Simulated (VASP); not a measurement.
Co: single point with RPBE

Crystal: Co.

```xyz
2
Lattice="0.0000 2.4624 2.4624 2.4624 0.0000 2.4624 2.4624 2.4624 0.0000" Properties=species:S:1:pos:R:3 pbc="T T T"
Co    0.6156    0.6156    0.6156
Co    4.3091    4.3091    4.3091
```

This isn't the form of Co at room conditions, which is hcp.

```yaml
Program: VASP 6.6.1
Task: single point
Functional: RPBE
Potentials_or_basis: VASP PAW PBE potentials, release 64 (Co)
Cutoff: 520 eV
k_mesh: 12 × 12 × 12
Occupations: fermi-dirac, width 0.05 eV
Spin: collinear spin, ferromagnetic start
Starting_moments: "[-1.79, -1.79] μB"
```

```json
{
  "Pressure": "5.6 GPa",
  "Net moment": "-1.66 μB per cell",
  "Site moments": "Co -0.82 μB",
  "Valence electrons inside the program's atomic spheres": "Co 8.33"
}
```

Levels at points of the mesh, in eV from the Fermi level:
Spin up:
```tsv
k point	band 6	band 7	band 8	band 9	band 10	band 11
(0.00, 0.00, 0.00)	-2.31	-0.45	-0.45	-0.45	0.92	0.92
(0.50, 0.00, 0.00)	-2.29	-1.30	0.01	0.01	0.73	0.73
(0.50, 0.50, 0.00)	-1.62	-0.73	-0.73	0.90	0.90	2.30
```
Spin down:
```tsv
k point	band 6	band 7	band 8	band 9	band 10	band 11	band 12	band 13	band 14	band 15
(0.00, 0.00, 0.00)	-3.06	-1.29	-1.29	-1.29	-0.04	-0.04	13.27	13.27	13.27	13.55
(0.50, 0.00, 0.00)	-3.07	-1.43	-0.86	-0.86	-0.22	-0.22	1.26	9.76	9.76	12.60
(0.50, 0.50, 0.00)	-2.10	-1.59	-1.59	-0.06	-0.06	1.72	1.72	4.98	4.98	10.41
```

It took 63 s on 1 thread of Intel(R) Xeon(R) 6975P-C (Granite Rapids), with other jobs on the host, peak memory 0.2 GiB.

Caveat: the cell stands under pressure; the PAW data sets were made with another functional, which shifts forces and pressure a little.
